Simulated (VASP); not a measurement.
TiS2, 3 atoms in the cell. Symmetry: P-3m1, No. 164, trigonal system. Conventional cell: a = 3.412 Å, b = 3.412 Å, c = 5.695 Å, α = 90.00°, β = 90.00°, γ = 120.00°. Ti (site symmetry -3m) has 6 S at 2.43 Å within 3.2 Å. S (site symmetry 3m) has 3 Ti at 2.43 Å within 3.2 Å. 

| Quantity | Value |
| --- | --- |
| Program | VASP 6.6.1 |
| Task | relaxation of the atoms |
| Functional | PBE |
| Potentials or basis | VASP PAW PBE potentials, release 64 (Ti_sv, S) |
| Cutoff | 450 eV |
| k mesh | 11 × 11 × 6 |
| Occupations | fermi-dirac, width 0.05 eV |
| Spin | no spin polarisation |
| Dipole correction | no |
| Further INCAR settings | ALGO = Normal; EDIFF = 1e-07; IBRION = 2; EDIFFG = -0.02; NSW = 80 |

Potentials or basis: VASP PAW PBE potentials, release 64 (Ti_sv, S).

Run with:

```sh
$ cat potpaw_PBE.64/Ti_sv/POTCAR potpaw_PBE.64/S/POTCAR > POTCAR
$ mpirun -np 1 vasp_std > vasp.out
```

Hardware: 1 thread of Intel Xeon 8259CL (shared host).

Task: Estimate the wall time of this run.

Result: It took 2.8 min on 1 thread of Intel Xeon 8259CL, on a shared host, peak memory 0.2 GiB. Counts: scf iterations 33, k points 84, ion steps 3.
